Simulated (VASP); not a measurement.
K: single point with PBEsol

Crystal: K.

```
K
1.0
     3.74157    0.00000    0.00000
     0.00000    3.74157    0.00000
     0.00000    0.00000    3.74157
K
1
Direct
  0.00000 0.00000 0.00000
```

This cell differs from its parent crystal: volume scaled by 0.68.

```json
{
  "Program": "VASP 6.6.1",
  "Task": "single point",
  "Functional": "PBEsol",
  "Potentials or basis": "VASP PAW PBE potentials, release 64 (K_sv)",
  "Cutoff": "520 eV",
  "k mesh": "9 × 9 × 9",
  "Occupations": "fermi-dirac, width 0.1 eV",
  "Spin": "no spin polarisation",
  "Dipole correction": "no",
  "Further INCAR settings": "ALGO = Normal; EDIFF = 1e-07; NBANDS = 10"
}
```

```json
{
  "Pressure": "2.2 GPa"
}
```

Levels at points of the mesh, in eV from the Fermi level:
```tsv
k point	band 3	band 4	band 5	band 6	band 7	band 8
(0.00, 0.00, 0.00)	-15.54	-15.54	-2.65	2.83	2.83	7.15
```

Wall time 5.6 s on 1 thread of Intel(R) Xeon(R) 6975P-C (Granite Rapids) (shared host), peak memory 0.16 GiB.

Caveat: the PAW data sets were made with another functional, which shifts forces and pressure a little.
